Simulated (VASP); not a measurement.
# MgB2 (P6/mmm) in VASP: notebook

MgB2 is run at these levels: PBE; tasks: single point.

Program: VASP 6.6.1. These are calculated values, not measurements. Logs are shortened: lines on timing, memory, paths and dates and some standing lists are left out, and cuts for length are marked.

### Step 1. The cell of the first run

Symmetry: P6/mmm, No. 191, hexagonal system. Conventional cell: a = 3.044 Å, b = 3.044 Å, c = 3.449 Å, α = 90.00°, β = 90.00°, γ = 120.00°. Within 3.3 Å of Mg (site symmetry 6/mmm) lie 12 B at 2.46 Å and 6 Mg at 3.04 Å. Within 2.3 Å of B (site symmetry -6m2) lie 3 B at 1.76 Å.

### Step 2. Single point, PBE (volume scaled by 0.960)

The input, INCAR:

```
SYSTEM = MgB2
PREC = Accurate ; ENCUT = 520
EDIFF = 1E-6 ; ISMEAR = 0
SIGMA = 0.05 ; LREAL = .FALSE.
LASPH = .TRUE. ; NELM = 100
ALGO = Normal ; ISIF = 2
LWAVE = .FALSE. ; LCHARG = .FALSE.
GGA = PE ; NBANDS = 11
```

The input, KPOINTS:

```
Automatic mesh
0
G
  12 12 10
  0 0 0
```

The input, POSCAR:

```
MgB2
1.0
    3.0439493546      0.0000000000      0.0000000000
   -1.5219746773      2.6361374689      0.0000000000
    0.0000000000      0.0000000000      3.4494121994
Mg B
1 2
Direct
    0.0000000000      0.0000000000      0.0000000000
    0.3333333333      0.6666666667      0.5000000000
    0.6666666667      0.3333333333      0.5000000000
```

Potentials or basis: VASP PAW PBE potentials, release 64 (Mg, B).

On the command line:

```sh
$ cat potpaw_PBE.64/Mg/POTCAR potpaw_PBE.64/B/POTCAR > POTCAR
$ mpirun -np 1 vasp_std > vasp.out
```

OUTCAR:

```text
SYSTEM = MgB2
   PREC = Accurate
   ENCUT = 520
   EDIFF = 1E-6
   ISMEAR = 0
   LREAL = .FALSE.
   LASPH = .TRUE.
   NELM = 100
   ISIF = 2
   GGA = PE

 ion  position               nearest neighbor table
   1  0.000  0.000  0.000-   2 2.46   3 2.46   2 2.46   3 2.46   2 2.46   2 2.46   3 2.46   3 2.46
                             3 2.46   3 2.46   2 2.46   2 2.46
   2  0.333  0.667  0.500-   3 1.76   3 1.76   3 1.76   1 2.46   1 2.46   1 2.46   1 2.46   1 2.46
                             1 2.46
   3  0.667  0.333  0.500-   2 1.76   2 1.76   2 1.76   1 2.46   1 2.46   1 2.46   1 2.46   1 2.46
                             1 2.46

  LATTYP: Found a hexagonal cell.
 ALAT       =     3.0439493546
 C/A-ratio  =     1.1332028879

  Lattice vectors:

 A1 = (   3.0439493546,   0.0000000000,   0.0000000000)
 A2 = (  -1.5219746773,   2.6361374689,   0.0000000000)
 A3 = (   0.0000000000,   0.0000000000,   3.4494121994)

Analysis of symmetry for initial positions (statically):
=====================================================================
 Subroutine PRICEL returns:
 Original cell was already a primitive cell.

 Routine SETGRP: Setting up the symmetry group for a
 hexagonal supercell.

 Subroutine GETGRP returns: Found 24 space group operations
 (whereof 24 operations were pure point group operations)
 out of a pool of 24 trial point group operations.

The static configuration has the point symmetry D_6h.

Analysis of symmetry for dynamics (positions and initial velocities):
=====================================================================
 Subroutine PRICEL returns:
 Original cell was already a primitive cell.

 Routine SETGRP: Setting up the symmetry group for a
 hexagonal supercell.

 Subroutine GETGRP returns: Found 24 space group operations
 (whereof 24 operations were pure point group operations)
 out of a pool of 24 trial point group operations.

The dynamic configuration has the point symmetry D_6h.

 Subroutine INISYM returns: Found 24 space group operations
 (whereof 24 operations are pure point group operations),
 and found     1 'primitive' translations

----------------------------------------------------------------------------------------

                                     Primitive cell

  volume of cell :      27.6790

  direct lattice vectors                    reciprocal lattice vectors
     3.043949355  0.000000000  0.000000000     0.328520578  0.189671444  0.000000000
    -1.521974677  2.636137469  0.000000000     0.000000000  0.379342888  0.000000000
     0.000000000  0.000000000  3.449412199     0.000000000  0.000000000  0.289904466

  length of vectors
     3.043949355  3.043949355  3.449412199     0.379342888  0.379342888  0.289904466

  position of ions in fractional coordinates (direct lattice)
     0.000000000  0.000000000  0.000000000
     0.333333333  0.666666667  0.500000000
     0.666666667  0.333333333  0.500000000

  ion indices of the primitive-cell ions
   primitive index   ion index
                 1           1
                 2           2
                 3           3

----------------------------------------------------------------------------------------

 KPOINTS: Automatic mesh

Automatic generation of k-mesh.
 Grid dimensions read from file:
 generate k-points for:   12   12   10

 Generating k-lattice:

  Cartesian coordinates                     Fractional coordinates (reciprocal lattice)
     0.027376715  0.015805954  0.000000000     0.083333333  0.000000000  0.000000000
     0.000000000  0.031611907  0.000000000     0.000000000  0.083333333  0.000000000
     0.000000000  0.000000000  0.028990447     0.000000000  0.000000000  0.100000000

  Length of vectors
     0.031611907  0.031611907  0.028990447

  Shift w.r.t. Gamma in fractional coordinates (k-lattice)
     0.000000000  0.000000000  0.000000000

 Subroutine IBZKPT returns following result:
 ===========================================

 Found    114 irreducible k-points:

 Following reciprocal coordinates:
            Coordinates               Weight
  0.000000  0.000000  0.000000      1.000000
  0.083333 -0.000000  0.000000      6.000000
  0.166667 -0.000000  0.000000      6.000000
  0.250000 -0.000000  0.000000      6.000000
  0.333333 -0.000000  0.000000      6.000000
  0.416667 -0.000000  0.000000      6.000000
[... 16 lines left out ...]
  0.250000 -0.000000  0.100000     12.000000
  0.333333 -0.000000  0.100000     12.000000
 [... further k-points ...]
   k-points           NKPTS =    114   k-points in BZ     NKDIM =    114   number of bands    NBANDS=     11
   number of dos      NEDOS =    301   number of ions     NIONS =      3
   total plane-waves  NPLWV =  16128
   dimension x,y,z NGX =    24 NGY =   24 NGZ =   28
   dimension x,y,z NGXF=    48 NGYF=   48 NGZF=   56
   ions per type =               1   2
   NGX,Y,Z   is equivalent  to a cutoff of  13.11, 13.11, 13.49 a.u.
   NGXF,Y,Z  is equivalent  to a cutoff of  26.22, 26.22, 26.99 a.u.
 SYSTEM =  MgB2
   PREC   = accura    normal or accurate (medium, high low for compatibility)
   ISTART =      0    job   : 0-new  1-cont  2-samecut
   ICHARG =      2    charge: 1-file 2-atom 10-const
   ISPIN  =      1    spin polarized calculation?
   LNONCOLLINEAR =      F non collinear calculations
   LSORBIT =      F    spin-orbit coupling
   LASPH  =      T    aspherical Exc in radial PAW
   ENCUT  =  520.0 eV  38.22 Ry    6.18 a.u.   5.66  5.66  6.41*2*pi/ulx,y,z
   NELM   =    100;   NELMIN=  2; NELMDL= -5     # of ELM steps
   EDIFF  = 0.1E-05   stopping-criterion for ELM
   LREAL  =      F    real-space projection
   EDIFFG = 0.1E-04   stopping-criterion for IOM
   NSW    =      0    number of steps for IOM
   IBRION =     -1    ionic relax: 0-MD 1-quasi-New 2-CG
   NFREE  =      0    steps in history (QN), initial steepest desc. (CG)
   ISIF   =      2    stress and relaxation
   ISYM   =      2    0-nonsym 1-usesym 2-fastsym
   POTIM  = 0.5000    time-step for ionic-motion
   TEBEG  =    0.0;   TEEND  =   0.0 temperature during run
   PSTRESS=    0.0 pullay stress
   NELECT =       8.0000    total number of electrons
   NUPDOWN=      -1.0000    fix difference up-down
   EMIN   =  10.00;   EMAX   =-10.00  energy-range for DOS
   EFERMI =   0.00;   METHOD = LEGACY
   ISMEAR =     0;   SIGMA  =   0.05  broadening in eV -4-tet -1-fermi 0-gaus
   EFERMI_NEDOS =   21; number of points for ismear=-14 and -15
   IALGO  =     38    algorithm
   IMIX   =      4    mixing-type and parameters
     AMIX     =   0.40;   BMIX     =  1.00
     AMIX_MAG =   1.60;   BMIX_MAG =  1.00
  volume/ion in A,a.u.               =       9.23        62.26
  Fermi-wavevector in a.u.,A,eV,Ry     =   1.082400  2.045440 15.940460  1.171591
  Thomas-Fermi vector in A             =   2.218441
   LORBIT       =      0    0 simple, 1 ext, 2 COOP (PROOUT), +10 PAW based schemes
   GGA     = PE    functional components
   LHFCALC =     F    Hartree Fock is set to
   AEXX    =    0.0000 exact exchange contribution
   IVDW    =     0    specifies the selected vdW correction
   LEPSILON=     F    determine dielectric tensor
   LRPA    =     F    only Hartree local field effects (RPA)
 non-spin polarized calculation
 Gauss-broadening in eV      SIGMA  =   0.05
  energy-cutoff  :      520.00
  volume of cell :       27.68
 maximum number of plane-waves:       763
 NGX is ok and might be reduce to    24
   NGX = 11   NGY = 11   NGZ = 13

 number of electron       8.0000000 magnetization

 Free energy of the ion-electron system (eV)
  ---------------------------------------------------
  ext. energy  EPLUGINS =         0.00000000
  ---------------------------------------------------
  free energy    TOTEN  =       -15.30084032 eV

  energy without entropy =      -15.30043883  energy(sigma->0) =      -15.30063958

 E-fermi :   5.5204     XC(G=0): -11.1048

 val. band max:        5.4758535765   @ k =   0.2500   0.2500   0.5000
 cond. band min:       5.6117352534   @ k =   0.0833  -0.0000   0.3000
 fundamental gap:      0.1358816769
 Fermi energy:         5.5204422960

 k-point     1 :       0.0000    0.0000    0.0000
  band No.  band energies     occupation
      1      -7.1060      2.00000
      2       2.6486      2.00000
      3       5.9393      0.00000
      4       5.9393      0.00000
      5       7.5094      0.00000
      6      12.0189      0.00000
      7      12.0189      0.00000
      8      14.0659      0.00000
      9      15.8989      0.00000
     10      18.6848      0.00000
     11      22.2295      0.00000

 k-point     2 :       0.0833   -0.0000    0.0000
  band No.  band energies     occupation
      1      -6.9826      2.00000
      2       2.7684      2.00000
      3       5.3174      2.00000
      4       5.6457      0.00039
      5       7.6124      0.00000
      6      11.9628      0.00000
      7      12.5644      0.00000
      8      14.3208      0.00000
      9      15.4519      0.00000
     10      19.2869      0.00000
     11      21.6995      0.00000

 k-point     3 :       0.1667   -0.0000    0.0000
  band No.  band energies     occupation
      1      -6.6136      2.00000
      2       3.1251      2.00000
      3       3.8601      2.00000
      4       5.0010      2.00000
      5       7.9350      0.00000
      6      11.6233      0.00000
      7      13.9549      0.00000
      8      14.2620      0.00000
      9      14.9476      0.00000
     10      20.7559      0.00000
     11      20.8264      0.00000
[... 267 lines left out ...]
 k-point    23 :       0.2500   -0.0000    0.1000
  band No.  band energies     occupation
      1      -5.9177      2.00000
      2       2.1698      2.00000
      3       3.0563      2.00000
      4       4.3576      2.00000
      5       9.2255      0.00000
      6      11.2393      0.00000
      7      12.1452      0.00000
      8      15.7984      0.00000
      9      15.8618      0.00000
     10      19.3317      0.00000
     11      19.3515      0.00000

 k-point    24 :       0.3333   -0.0000    0.1000
  band No.  band energies     occupation
      1      -5.0785      2.00000
      2       0.4347      2.00000
      3       3.8155      2.00000
      4       3.8518      2.00000
      5       9.4683      0.00000
      6      10.4702      0.00000
      7      11.3044      0.00000
      8      15.3278      0.00000
      9      17.8680      0.00000
     10      18.8624      0.00000
     11      18.9061      0.00000

 [... further k-points ...]

------------------------ aborting loop because EDIFF is reached ----------------------------------------

  FORCE on cell =-STRESS in cart. coord.  units (eV):
  Direction    XX          YY          ZZ          XY          YZ          ZX
  --------------------------------------------------------------------------------------
  -------------------------------------------------------------------------------------
  Total        1.0675144      1.0675144      1.0284903      0.0000000     -0.0000000     -0.0000000
  in kB       61.7922161     61.7922161     59.5333367      0.0000000     -0.0000000     -0.0000000
  external PRESSURE =      61.0392563 kB  Pullay stress =       0.0000000 kB

 VOLUME and BASIS-vectors are now :
 -----------------------------------------------------------------------------
  energy-cutoff  :      520.00
  volume of cell :       27.68
      direct lattice vectors                 reciprocal lattice vectors
     3.043949355  0.000000000  0.000000000     0.328520578  0.189671444  0.000000000
    -1.521974677  2.636137469  0.000000000     0.000000000  0.379342888  0.000000000
     0.000000000  0.000000000  3.449412199     0.000000000  0.000000000  0.289904466

 POSITION                                       TOTAL-FORCE (eV/Angst)
 -----------------------------------------------------------------------------------
      0.00000      0.00000      0.00000        -0.000000      0.000000      0.000000
     -0.00000      1.75742      1.72471         0.000000      0.000000      0.000000
      1.52197      0.87871      1.72471        -0.000000      0.000000     -0.000000
 -----------------------------------------------------------------------------------
    total drift:                                0.000000     -0.000000      0.000000

  FREE ENERGIE OF THE ION-ELECTRON SYSTEM (eV)
  ---------------------------------------------------
  free  energy   TOTEN  =       -15.3008403198 eV

  energy  without entropy=      -15.3004388309  energy(sigma->0) =      -15.30063958
```

Wall time 36 s (1 thread of Intel Xeon 8259CL, shared host); peak memory 0.17 GiB.

What came out:

| Quantity | Value |
| --- | --- |
| Free energy | -15.3008 eV |
| Pressure | 6.1 GPa |
| Band gap on the k mesh | zero (band 4 reaches 7.47 eV, above the bottom of band 5 at 3.50 eV) |

### Step 3. Single point, PBE (volume scaled by 0.980)

The input, INCAR:

```
PREC = Accurate
ENCUT = 520
EDIFF = 1E-6
ISMEAR = 0
SIGMA = 0.05
LREAL = F
LASPH = T
NELM = 100
ALGO = Normal
ISIF = 2
LWAVE = F
LCHARG = F
GGA = PE
NBANDS = 11
```

The input, KPOINTS:

```
Automatic mesh
0
Gamma
  12 12 10
```

The input, POSCAR:

```
MgB2
1.0
    3.0611485436      0.0000000000      0.0000000000
   -1.5305742718      2.6510324035      0.0000000000
    0.0000000000      0.0000000000      3.4818172570
Mg B
1 2
Direct
    0.0000000000      0.0000000000      0.0000000000
    0.3333333333      0.6666666667      0.5000000000
    0.6666666667      0.3333333333      0.5000000000
```

Potentials or basis: VASP PAW PBE potentials, release 64 (Mg, B).

On the command line:

```sh
$ cat potpaw_PBE.64/Mg/POTCAR potpaw_PBE.64/B/POTCAR > POTCAR
$ mpirun -np 1 vasp_std > vasp.out
```

It took 36 s on 1 thread of Intel Xeon 8259CL, shared host; peak memory 0.17 GiB.

The run converged. Its results:

* Free energy: -15.3169 eV
* Pressure: 2.8 GPa
* Band gap on the k mesh: zero (band 4 reaches 7.29 eV, above the bottom of band 5 at 3.40 eV)

Stress tensor (GPa, compression positive):
```
2.84 0.00 0.00
0.00 2.84 0.00
0.00 0.00 2.62
```

Levels at points of the mesh, in eV from the Fermi level:
| k point | band 1 | band 2 | band 3 | band 4 | band 5 | band 6 | band 7 | band 8 |
| --- | --- | --- | --- | --- | --- | --- | --- | --- |
| (0.00, 0.00, 0.00) | -12.51 | -2.88 | 0.41 | 0.41 | 1.86 | 6.44 | 6.44 | 8.37 |
| (0.50, 0.00, 0.00) | -8.57 | -7.88 | -2.16 | 0.30 | 3.23 | 3.98 | 5.59 | 7.46 |
| (0.00, 0.00, 0.50) | -11.19 | -7.46 | 0.81 | 0.81 | 6.76 | 6.76 | 8.13 | 10.25 |
| (0.50, 0.00, 0.50) | -7.55 | -6.95 | -3.56 | -1.86 | -1.24 | 5.91 | 9.06 | 9.13 |

(Part 1 of 2 ends here.)
